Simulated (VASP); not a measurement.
A run of VASP 6.6.1 is set up as follows.

File INCAR:

```
PREC     = Accurate       # precision mode
ENCUT    = 500            # plane-wave cutoff, eV
EDIFF    = 1E-6           # SCF threshold, eV
ISMEAR   = 0              # smearing method
SIGMA    = 0.1            # smearing width, eV
LREAL    = False          # projectors in reciprocal space
LASPH    = True           # aspherical terms in the spheres
NELM     = 120            # most SCF steps
ALGO     = Normal         # electronic algorithm
ISIF     = 2              # what is computed and relaxed
LWAVE    = False          # write WAVECAR
LCHARG   = False          # write CHGCAR
GGA      = CA             # functional
NBANDS   = 21             # bands
GGA_COMPAT= False
```

KPOINTS

```
regular mesh
0
Gamma
  18 18 10
```

File POSCAR:

```
Ru
1.0
    2.6738874567      0.0000000000      0.0000000000
   -1.3369437283      2.3156544644      0.0000000000
    0.0000000000      0.0000000000      4.2264002556
Ru
2
Direct
    0.3333333333      0.6666666667      0.2500000000
    0.6666666667      0.3333333333      0.7500000000
```

Potentials or basis: VASP PAW LDA potentials, release 64 (Ru_pv).

Command:

```bash
$ cat potpaw_LDA.64/Ru_pv/POTCAR > POTCAR
$ mpirun -np 1 vasp_std > vasp.out
```

(1) Estimate the pressure.

(2) Estimate the band gap on the k mesh.

Answers

(1) 1.0 GPa.

(2) zero (bands 14 and 15 overlap by 3.32 eV).
